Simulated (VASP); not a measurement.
Set up this calculation in VASP 6.6.1, as the native input.

| Quantity | Value |
| --- | --- |
| Task | single point |
| Functional | PBE-based screened hybrid with 25 % exact exchange |
| Potentials or basis | VASP PAW PBE potentials, release 64 (Ta_pv, N) |
| Cutoff | 520 eV |
| k mesh | 5 × 5 × 5 |
| Occupations | fermi-dirac, width 0.05 eV |
| Spin | no spin polarisation |
| Dipole correction | no |
| Grid for exact exchange (PRECFOCK) | Normal |
| Share of exact exchange | 0.25 |
| Further INCAR settings | ALGO = Normal; EDIFF = 1e-06; NBANDS = 15 |
| Screening parameter | 0.3 1/Å |

Crystal: TaN.

```
CELL_PARAMETERS angstrom
2.73231 0.00000 0.00000
0.00000 2.73231 0.00000
0.00000 0.00000 2.73231
ATOMIC_POSITIONS crystal
Ta 0.00000 0.00000 0.00000
N 0.50000 0.50000 0.50000
```

The input as run:

POSCAR

```
TaN
1.0
    2.7323076900      0.0000000000      0.0000000000
    0.0000000000      2.7323076900      0.0000000000
    0.0000000000      0.0000000000      2.7323076900
Ta N
1 1
Direct
    0.0000000000      0.0000000000      0.0000000000
    0.5000000000      0.5000000000      0.5000000000
```

INCAR.step1

```
SYSTEM = TaN
ALGO = Normal
EDIFF = 1E-5
ENCUT = 520
GGA = PE
ISIF = 2
ISMEAR = -1
LASPH = .TRUE.
LCHARG = .FALSE.
LREAL = .FALSE.
LWAVE = .TRUE.
NBANDS = 15
NELM = 80
PREC = Accurate
SIGMA = 0.05
```

INCAR.step2

```
SYSTEM = TaN
AEXX = 0.25
ALGO = Normal
EDIFF = 1E-6
ENCUT = 520
GGA = PE
HFSCREEN = 0.3
ISIF = 2
ISMEAR = -1
ISTART = 1
LASPH = .TRUE.
LCHARG = .FALSE.
LHFCALC = .TRUE.
LREAL = .FALSE.
LWAVE = .FALSE.
NBANDS = 15
NELM = 80
PREC = Accurate
PRECFOCK = Normal
SIGMA = 0.05
```

KPOINTS

```
k-points
0
G
  5 5 5
  0 0 0
```

Potentials or basis: VASP PAW PBE potentials, release 64 (Ta_pv, N).

Launch:

```bash
$ cat potpaw_PBE.64/Ta_pv/POTCAR potpaw_PBE.64/N/POTCAR > POTCAR
$ cp INCAR.step1 INCAR
$ mpirun -np 1 vasp_std > vasp.out
$ cp INCAR.step2 INCAR
$ mpirun -np 1 vasp_std > vasp.out
```

Results of the run:

```yaml
Pressure: -1.2 GPa
Band_gap_on_the_k_mesh: zero (bands 8 and 9 overlap by 6.94 eV)
```

Caveat: the k points lie up to 0.46 Å⁻¹ apart, too coarse for converged energies and pressures of a metal; the PAW data sets were made with another functional, which shifts forces and pressure a little; spin-orbit coupling is left out, which moves the levels of the heavy elements.

Wall time 4.1 min on 1 thread of Intel(R) Xeon(R) Platinum 8259CL CPU @ 2.50GHz (Skylake/Cascade Lake), on a shared host, peak memory 0.24 GiB.
